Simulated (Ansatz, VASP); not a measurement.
**Ta: VASP beside Ansatz**

INCAR

```
SYSTEM = Ta
PREC = Accurate
ENCUT = 520
EDIFF = 1E-6
ISMEAR = -1
SIGMA = 0.05
LREAL = .False.
LASPH = .True.
NELM = 100
ALGO = Normal
ISIF = 2
LWAVE = .False.
LCHARG = .False.
GGA = PE
NBANDS = 12
```

Contents of KPOINTS:

```
Automatic mesh
0
Gamma
  16 16 16
  0 0 0
```

File POSCAR:

```
Ta
1.0
   -1.5152582916      1.5152582916      1.5152582916
    1.5152582916     -1.5152582916      1.5152582916
    1.5152582916      1.5152582916     -1.5152582916
Ta
1
Direct
    0.0000000000      0.0000000000      0.0000000000
```

Input for Ansatz:

```yaml
crystal:
  lattice:
    - [-1.5152582916, 1.5152582916, 1.5152582916]
    - [1.5152582916, -1.5152582916, 1.5152582916]
    - [1.5152582916, 1.5152582916, -1.5152582916]
  atoms:
    - { symbol: Ta, position: [0.0, 0.0, 0.0] }
kpoints:
  mp_grid: { grid: [16, 16, 16] }
scf:
  occupations: { method: fermi_dirac, width: 0.05 }
hamiltonian:
  xc: pbe
  pseudopotentials: { kind: paw }
output:
  forces: true
  stress: true
  eigenvalues: true
  populations: true
```

Change from the starting cell: volume scaled by 0.76, PAW files.

Alike in both runs: task single point; functional PBE; k mesh 16 × 16 × 16; occupations fermi-dirac, width 0.05 eV; no spin polarisation.

|  | VASP | Ansatz |
| --- | --- | --- |
| version | VASP 6.6.1 | Ansatz 0.2.0 |
| potentials or method | VASP PAW PBE potentials, release 64 (Ta_pv) | PAW with Ansatz's default frozen-core files, scalar-relativistic |
| plane-wave cutoff (eV) | 520 | 420 |
| valence electrons in the cell | 11 | 13 |

```csv
,VASP,Ansatz,Ansatz less VASP
pressure (GPa),89.0,87.9,-1.09
```

Both programs put the cell under a high pressure, so it lies far from rest at this level. VASP's potentials hold 11 valence electrons a cell and Ansatz's 13, so a difference there can come from the potentials and not from the codes.

Spin-orbit coupling is off throughout. Noted on VASP's run: the cell as given lies far from equilibrium.
